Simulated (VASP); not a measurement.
Set up this calculation in VASP 6.6.1, as the native input.

| Quantity | Value |
| --- | --- |
| Task | single point |
| Functional | PBE |
| Dispersion | D3(BJ) |
| Potentials or basis | VASP PAW PBE potentials, release 64 (Sn_d, Se) |
| Cutoff | 500 eV |
| k mesh | 4 × 4 × 4 |
| Occupations | gaussian, width 0.1 eV |
| Spin | no spin polarisation |
| Dipole correction | no |
| Further INCAR settings | ALGO = Normal; EDIFF = 1e-06; NBANDS = 32 |

The structure of Sn3Se lies in POSCAR:

```
Sn3Se
1.0
    0.0000000000      3.7331380000      3.7331380000
    3.7331380000      0.0000000000      3.7331380000
    3.7331380000      3.7331380000      0.0000000000
Sn Se
3 1
Direct
    0.2500000000      0.2500000000      0.2500000000
    0.7500000000      0.7500000000      0.7500000000
    0.5000000000      0.5000000000      0.5000000000
    0.0000000000      0.0000000000      0.0000000000
```

One way to write it, as run:

INCAR

```
PREC     = Accurate       # precision mode
ENCUT    = 500            # plane-wave cutoff, eV
EDIFF    = 1E-6           # SCF threshold, eV
ISMEAR   = 0              # smearing method
SIGMA    = 0.1            # smearing width, eV
LREAL    = False          # projectors in reciprocal space
LASPH    = True           # aspherical terms in the spheres
NELM     = 120            # most SCF steps
ALGO     = Normal         # electronic algorithm
ISIF     = 2              # what is computed and relaxed
LWAVE    = False          # write WAVECAR
LCHARG   = False          # write CHGCAR
GGA      = PE             # functional
IVDW     = 12             # dispersion correction
NBANDS   = 32             # bands
GGA_COMPAT= False
```

KPOINTS

```
Automatic mesh
0
Gamma
  4 4 4
```

Potentials or basis: VASP PAW PBE potentials, release 64 (Sn_d, Se).

The run is started by

```bash
$ cat potpaw_PBE.64/Sn_d/POTCAR potpaw_PBE.64/Se/POTCAR > POTCAR
$ mpirun -np 1 vasp_std > vasp.out
```

Results of the run:

The pressure is -3.1 GPa. The band gap on the k mesh is zero (bands 24 and 25 overlap by 2.15 eV). The dispersion energy per atom is -0.386 eV.

Caveat: the k points lie up to 0.36 Å⁻¹ apart, too coarse for converged energies and pressures of a metal; spin-orbit coupling is left out, which moves the levels of the heavy elements.

It took 54 s on 1 thread of Intel Xeon 8259CL (shared host), peak memory 0.21 GiB.
